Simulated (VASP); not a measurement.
Wanted: the native input for a VASP 6.6.1 run.

| Quantity | Value |
| --- | --- |
| Task | single point |
| Functional | LDA |
| Potentials or basis | VASP PAW LDA potentials, release 64 (Na_pv, Cl) |
| Cutoff | 520 eV |
| k mesh | 8 × 8 × 8 |
| Occupations | gaussian, width 0.01 eV |
| Spin | no spin polarisation |
| Dipole correction | no |
| Further INCAR settings | ALGO = Normal; EDIFF = 1e-06; NBANDS = 14 |

The structure of NaCl lies in POSCAR:

```
NaCl
1.0
    2.7458551868      2.7458551868      0.0000000000
   -2.7458551868      2.7458551868      0.0000000000
    0.0000000000      2.7458551868      2.7253473068
Na Cl
1 1
Direct
    0.0000000000      0.0000000000      0.0000000000
    0.5000000000      0.5000000000      0.0000000000
```

This cell differs from its parent crystal: in-plane strain +0.005, then relaxed in part.

The input as run:

INCAR

```
SYSTEM = NaCl
  PREC = Accurate
  ENCUT = 520
  EDIFF = 1E-6
  ISMEAR = 0
  SIGMA = 0.01
  LREAL = .False.
  LASPH = .True.
  NELM = 100
  ALGO = Normal
  ISIF = 2
  LWAVE = .False.
  LCHARG = .False.
  GGA = CA
  NBANDS = 14
```

KPOINTS

```
regular mesh
0
Gamma
  8 8 8
  0 0 0
```

Potentials or basis: VASP PAW LDA potentials, release 64 (Na_pv, Cl).

Command:

```bash
$ cat potpaw_LDA.64/Na_pv/POTCAR potpaw_LDA.64/Cl/POTCAR > POTCAR
$ mpirun -np 1 vasp_std > vasp.out
```

Results of the run:

```json
{
  "Pressure": "-0.2 GPa",
  "Band gap on the k mesh": "5.05 eV, direct"
}
```

Caveat: the cell differs from its parent crystal (in-plane strain +0.005, then relaxed in part).

Wall time 60 s on 1 thread of AMD EPYC 7R13, with other jobs on the host, peak memory 0.13 GiB.
